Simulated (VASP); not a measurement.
# B10Pt (P4/mmm) in VASP: notebook

B10Pt is run at these levels: PBE; tasks: single point, relaxation of cell and atoms.

Program: VASP 6.6.1. These are calculated values, not measurements. Logs are shortened: lines on timing, memory, paths and dates and some standing lists are left out, and cuts for length are marked.

## (1) The cell of the first run

It takes space group P4/mmm (No. 123, tetragonal). Conventional cell: a = 4.608 Å, b = 4.608 Å, c = 4.348 Å, α = 90.00°, β = 90.00°, γ = 90.00°. Within 2.4 Å of B (site symmetry m) lie 5 B at 1.78 to 2.37 Å and 1 Pt at 2.20 Å. B (site symmetry 4/mmm) has 2 Pt at 2.17 Å and 8 B at 2.37 Å within 2.9 Å. B (site symmetry 4/mmm) has 8 B at 1.78 Å within 2.4 Å. Within 2.9 Å of Pt (site symmetry 4/mmm) lie 10 B at 2.17 to 2.20 Å.

The cell was built from a structure type or drawn by symmetry, and may not be a known phase.

## (2) Single point, PBE

Input file INCAR:

```
PREC = Accurate
ENCUT = 520
EDIFF = 1E-7
ISMEAR = 0
SIGMA = 0.1
LREAL = F
LASPH = T
NELM = 80
ALGO = Normal
ISIF = 2
LWAVE = F
LCHARG = T
GGA = PE
LELF = T
LVHAR = T
NBANDS = 31
```

Input file KPOINTS:

```
Automatic mesh
0
Gamma
  4 4 4
```

Input file POSCAR:

```
B10Pt
1.0
    4.6077067000      0.0000000000      0.0000000000
    0.0000000000      4.6077067000      0.0000000000
    0.0000000000      0.0000000000      4.3479415965
B Pt
10 1
Direct
    0.1929030750      0.1929030750      0.2088233613
    0.8070969250      0.8070969250      0.2088233613
    0.8070969250      0.1929030750      0.2088233613
    0.1929030750      0.8070969250      0.2088233613
    0.8070969250      0.1929030750      0.7911766387
    0.1929030750      0.8070969250      0.7911766387
    0.1929030750      0.1929030750      0.7911766387
    0.8070969250      0.8070969250      0.7911766387
    0.5000000000      0.5000000000      0.5000000000
    0.0000000000      0.0000000000      0.5000000000
    0.5000000000      0.5000000000      0.0000000000
```

Potentials or basis: VASP PAW PBE potentials, release 64 (B, Pt).

On the command line:

```sh
> cat potpaw_PBE.64/B/POTCAR potpaw_PBE.64/Pt/POTCAR > POTCAR
> mpirun -np 1 vasp_std > vasp.out
```

OUTCAR:

```text
PREC = Accurate
   ENCUT = 520
   EDIFF = 1E-7
   ISMEAR = 0
   LREAL = F
   LASPH = T
   NELM = 80
   ISIF = 2
   GGA = PE

 ion  position               nearest neighbor table
   1  0.193  0.193  0.209-   3 1.78   4 1.78  10 1.78   7 1.82  11 2.20
   2  0.807  0.807  0.209-   3 1.78   4 1.78  10 1.78   8 1.82  11 2.20
   3  0.807  0.193  0.209-   1 1.78   2 1.78  10 1.78   5 1.82  11 2.20
   4  0.193  0.807  0.209-   1 1.78   2 1.78  10 1.78   6 1.82  11 2.20
   5  0.807  0.193  0.791-   7 1.78   8 1.78  10 1.78   3 1.82  11 2.20
   6  0.193  0.807  0.791-   7 1.78   8 1.78  10 1.78   4 1.82  11 2.20
   7  0.193  0.193  0.791-   5 1.78   6 1.78  10 1.78   1 1.82  11 2.20
   8  0.807  0.807  0.791-   5 1.78   6 1.78  10 1.78   2 1.82  11 2.20
   9  0.500  0.500  0.500-  11 2.17  11 2.17
  10  0.000  0.000  0.500-   1 1.78   2 1.78   3 1.78   4 1.78   5 1.78   6 1.78   7 1.78   8 1.78

  11  0.500  0.500  0.000-   9 2.17   9 2.17   3 2.20   4 2.20   5 2.20   6 2.20   7 2.20   8 2.20
                             1 2.20   2 2.20

  LATTYP: Found a simple tetragonal cell.
 ALAT       =     4.6077067000
 C/A-ratio  =     0.9436237763

  Lattice vectors:

 A1 = (   4.6077067000,   0.0000000000,   0.0000000000)
 A2 = (   0.0000000000,   4.6077067000,   0.0000000000)
 A3 = (   0.0000000000,   0.0000000000,   4.3479415965)

Analysis of symmetry for initial positions (statically):
=====================================================================
 Subroutine PRICEL returns:
 Original cell was already a primitive cell.

 Routine SETGRP: Setting up the symmetry group for a
 simple tetragonal supercell.

 Subroutine GETGRP returns: Found 16 space group operations
 (whereof 16 operations were pure point group operations)
 out of a pool of 16 trial point group operations.

The static configuration has the point symmetry D_4h.

Analysis of symmetry for dynamics (positions and initial velocities):
=====================================================================
 Subroutine PRICEL returns:
 Original cell was already a primitive cell.

 Routine SETGRP: Setting up the symmetry group for a
 simple tetragonal supercell.

 Subroutine GETGRP returns: Found 16 space group operations
 (whereof 16 operations were pure point group operations)
 out of a pool of 16 trial point group operations.

The dynamic configuration has the point symmetry D_4h.

 Subroutine INISYM returns: Found 16 space group operations
 (whereof 16 operations are pure point group operations),
 and found     1 'primitive' translations

----------------------------------------------------------------------------------------

                                     Primitive cell

  volume of cell :      92.3110

  direct lattice vectors                    reciprocal lattice vectors
     4.607706700  0.000000000  0.000000000     0.217027703  0.000000000  0.000000000
     0.000000000  4.607706700  0.000000000     0.000000000  0.217027703  0.000000000
     0.000000000  0.000000000  4.347941597     0.000000000  0.000000000  0.229993890

  length of vectors
     4.607706700  4.607706700  4.347941597     0.217027703  0.217027703  0.229993890

  position of ions in fractional coordinates (direct lattice)
     0.192903075  0.192903075  0.208823361
     0.807096925  0.807096925  0.208823361
     0.807096925  0.192903075  0.208823361
     0.192903075  0.807096925  0.208823361
     0.807096925  0.192903075  0.791176639
     0.192903075  0.807096925  0.791176639
     0.192903075  0.192903075  0.791176639
     0.807096925  0.807096925  0.791176639
     0.500000000  0.500000000  0.500000000
     0.000000000  0.000000000  0.500000000
     0.500000000  0.500000000  0.000000000

  ion indices of the primitive-cell ions
   primitive index   ion index
                 1           1
                 2           2
                 3           3
                 4           4
                 5           5
                 6           6
                 7           7
                 8           8
                 9           9
                10          10
                11          11

----------------------------------------------------------------------------------------

 KPOINTS: Automatic mesh

Automatic generation of k-mesh.
 Grid dimensions read from file:
 generate k-points for:    4    4    4

 Generating k-lattice:

  Cartesian coordinates                     Fractional coordinates (reciprocal lattice)
     0.054256926  0.000000000  0.000000000     0.250000000  0.000000000  0.000000000
     0.000000000  0.054256926  0.000000000     0.000000000  0.250000000  0.000000000
     0.000000000  0.000000000  0.057498472     0.000000000  0.000000000  0.250000000

  Length of vectors
     0.054256926  0.054256926  0.057498472

  Shift w.r.t. Gamma in fractional coordinates (k-lattice)
     0.000000000  0.000000000  0.000000000

 Subroutine IBZKPT returns following result:
 ===========================================

 Found     18 irreducible k-points:

 Following reciprocal coordinates:
            Coordinates               Weight
  0.000000  0.000000  0.000000      1.000000
  0.250000  0.000000  0.000000      4.000000
  0.500000  0.000000  0.000000      2.000000
  0.250000  0.250000  0.000000      4.000000
  0.500000  0.250000  0.000000      4.000000
  0.500000  0.500000  0.000000      1.000000
[... 10 lines left out ...]
  0.500000  0.250000  0.500000      4.000000
  0.500000  0.500000  0.500000      1.000000
   k-points           NKPTS =     18   k-points in BZ     NKDIM =     18   number of bands    NBANDS=     31
   number of dos      NEDOS =    301   number of ions     NIONS =     11
   total plane-waves  NPLWV =  41472
   dimension x,y,z NGX =    36 NGY =   36 NGZ =   32
   dimension x,y,z NGXF=    72 NGYF=   72 NGZF=   64
   ions per type =              10   1
   NGX,Y,Z   is equivalent  to a cutoff of  12.99, 12.99, 12.24 a.u.
   NGXF,Y,Z  is equivalent  to a cutoff of  25.98, 25.98, 24.47 a.u.
 SYSTEM =  unknown system
   PREC   = accura    normal or accurate (medium, high low for compatibility)
   ISTART =      0    job   : 0-new  1-cont  2-samecut
   ICHARG =      2    charge: 1-file 2-atom 10-const
   ISPIN  =      1    spin polarized calculation?
   LNONCOLLINEAR =      F non collinear calculations
   LSORBIT =      F    spin-orbit coupling
   LASPH  =      T    aspherical Exc in radial PAW
   ENCUT  =  520.0 eV  38.22 Ry    6.18 a.u.   8.57  8.57  8.08*2*pi/ulx,y,z
   NELM   =     80;   NELMIN=  2; NELMDL= -5     # of ELM steps
   EDIFF  = 0.1E-06   stopping-criterion for ELM
   LREAL  =      F    real-space projection
   EDIFFG = 0.1E-05   stopping-criterion for IOM
   NSW    =      0    number of steps for IOM
   IBRION =     -1    ionic relax: 0-MD 1-quasi-New 2-CG
   NFREE  =      0    steps in history (QN), initial steepest desc. (CG)
   ISIF   =      2    stress and relaxation
   ISYM   =      2    0-nonsym 1-usesym 2-fastsym
   POTIM  = 0.5000    time-step for ionic-motion
   TEBEG  =    0.0;   TEEND  =   0.0 temperature during run
   PSTRESS=    0.0 pullay stress
   NELECT =      40.0000    total number of electrons
   NUPDOWN=      -1.0000    fix difference up-down
   EMIN   =  10.00;   EMAX   =-10.00  energy-range for DOS
   EFERMI =   0.00;   METHOD = LEGACY
   ISMEAR =     0;   SIGMA  =   0.10  broadening in eV -4-tet -1-fermi 0-gaus
   EFERMI_NEDOS =   21; number of points for ismear=-14 and -15
   IALGO  =     38    algorithm
   IMIX   =      4    mixing-type and parameters
     AMIX     =   0.40;   BMIX     =  1.00
     AMIX_MAG =   1.60;   BMIX_MAG =  1.00
  volume/ion in A,a.u.               =       8.39        56.63
  Fermi-wavevector in a.u.,A,eV,Ry     =   1.238826  2.341042 20.880729  1.534690
  Thomas-Fermi vector in A             =   2.373335
   LORBIT       =      0    0 simple, 1 ext, 2 COOP (PROOUT), +10 PAW based schemes
   GGA     = PE    functional components
   LHFCALC =     F    Hartree Fock is set to
   AEXX    =    0.0000 exact exchange contribution
   IVDW    =     0    specifies the selected vdW correction
   LEPSILON=     F    determine dielectric tensor
   LRPA    =     F    only Hartree local field effects (RPA)
 non-spin polarized calculation
 Gauss-broadening in eV      SIGMA  =   0.10
  energy-cutoff  :      520.00
  volume of cell :       92.31
 maximum number of plane-waves:      2504
 NGX is ok and might be reduce to    36
   NGX = 17   NGY = 17   NGZ = 17

 number of electron      39.9999996 magnetization

 Free energy of the ion-electron system (eV)
  ---------------------------------------------------
  ext. energy  EPLUGINS =         0.00000000
  ---------------------------------------------------
  free energy    TOTEN  =       -64.22801003 eV

  energy without entropy =      -64.22086307  energy(sigma->0) =      -64.22443655

 E-fermi :   7.1701     XC(G=0): -11.7726

 val. band max:        7.1448690091   @ k =   0.5000   0.0000   0.0000
 cond. band min:       7.3405409186   @ k =   0.0000   0.0000   0.2500
 fundamental gap:      0.1956719095
 Fermi energy:         7.1701477047

 k-point     1 :       0.0000    0.0000    0.0000
  band No.  band energies     occupation
      1      -8.7062      2.00000
      2      -3.7131      2.00000
      3      -3.4208      2.00000
      4      -2.8575      2.00000
      5      -2.2307      2.00000
      6      -2.2307      2.00000
[... 23 lines left out ...]
     30      12.4990      0.00000
     31      14.0832      0.00000

 k-point     2 :       0.2500    0.0000    0.0000
  band No.  band energies     occupation
      1      -8.5047      2.00000
      2      -4.7021      2.00000
      3      -3.3758      2.00000
      4      -2.5902      2.00000
      5      -2.5529      2.00000
      6      -1.8261      2.00000
[... 536 lines left out ...]
 k-point    18 :       0.5000    0.5000    0.5000
  band No.  band energies     occupation
      1      -6.8075      2.00000
      2      -6.4612      2.00000
      3      -2.5128      2.00000
      4      -2.4616      2.00000
      5      -2.4616      2.00000
      6      -2.4305      2.00000
[... 23 lines left out ...]
     30      12.7983      0.00000
     31      12.7983      0.00000

------------------------ aborting loop because EDIFF is reached ----------------------------------------

  FORCE on cell =-STRESS in cart. coord.  units (eV):
  Direction    XX          YY          ZZ          XY          YZ          ZX
  --------------------------------------------------------------------------------------
  -------------------------------------------------------------------------------------
  Total        0.0644780      0.0644780     -0.2221982      0.0000000     -0.0000000      0.0000000
  in kB        1.1191002      1.1191002     -3.8565398      0.0000000     -0.0000000      0.0000000
  external PRESSURE =      -0.5394465 kB  Pullay stress =       0.0000000 kB

 VOLUME and BASIS-vectors are now :
 -----------------------------------------------------------------------------
  energy-cutoff  :      520.00
  volume of cell :       92.31
      direct lattice vectors                 reciprocal lattice vectors
     4.607706700  0.000000000  0.000000000     0.217027703  0.000000000  0.000000000
     0.000000000  4.607706700  0.000000000     0.000000000  0.217027703  0.000000000
     0.000000000  0.000000000  4.347941597     0.000000000  0.000000000  0.229993890

 POSITION                                       TOTAL-FORCE (eV/Angst)
 -----------------------------------------------------------------------------------
      0.88884      0.88884      0.90795         0.038076      0.038076     -0.027970
      3.71887      3.71887      0.90795        -0.038076     -0.038076     -0.027970
      3.71887      0.88884      0.90795        -0.038076      0.038076     -0.027970
      0.88884      3.71887      0.90795         0.038076     -0.038076     -0.027970
      3.71887      0.88884      3.43999        -0.038076      0.038076      0.027970
      0.88884      3.71887      3.43999         0.038076     -0.038076      0.027970
      0.88884      0.88884      3.43999         0.038076      0.038076      0.027970
      3.71887      3.71887      3.43999        -0.038076     -0.038076      0.027970
      2.30385      2.30385      2.17397         0.000000      0.000000     -0.000000
      0.00000      0.00000      2.17397         0.000000      0.000000     -0.000000
      2.30385      2.30385      0.00000         0.000000      0.000000     -0.000000
 -----------------------------------------------------------------------------------
    total drift:                               -0.000000      0.000000     -0.000000

  FREE ENERGIE OF THE ION-ELECTRON SYSTEM (eV)
  ---------------------------------------------------
  free  energy   TOTEN  =       -64.2280100332 eV

  energy  without entropy=      -64.2208630742  energy(sigma->0) =      -64.22443655
```

Wall time 44 s (1 thread of AMD EPYC 7R13 (Zen 3), shared host); peak memory 0.18 GiB.

What came out:

```yaml
Free_energy: -64.2280 eV
Pressure: -0.1 GPa
Largest_force: 0.061 eV/Å
Band_gap_on_the_k_mesh: zero (bands 20 and 21 overlap by 0.93 eV)
```

Forces in eV/Å, atoms in the order of the input:
```
B    0.038  0.038 -0.028
B   -0.038 -0.038 -0.028
B   -0.038  0.038 -0.028
B    0.038 -0.038 -0.028
B   -0.038  0.038  0.028
B    0.038 -0.038  0.028
B    0.038  0.038  0.028
B   -0.038 -0.038  0.028
B    0.000  0.000  0.000
B    0.000  0.000  0.000
Pt   0.000  0.000  0.000
```

Stress tensor (GPa, compression positive):
```
 0.11  0.00  0.00
 0.00  0.11  0.00
 0.00  0.00 -0.39
```

Caveat: the k points lie up to 0.36 Å⁻¹ apart, too coarse for converged energies and pressures of a metal; spin-orbit coupling is left out, which moves the levels of the heavy elements.

[end of part 1 of 2]
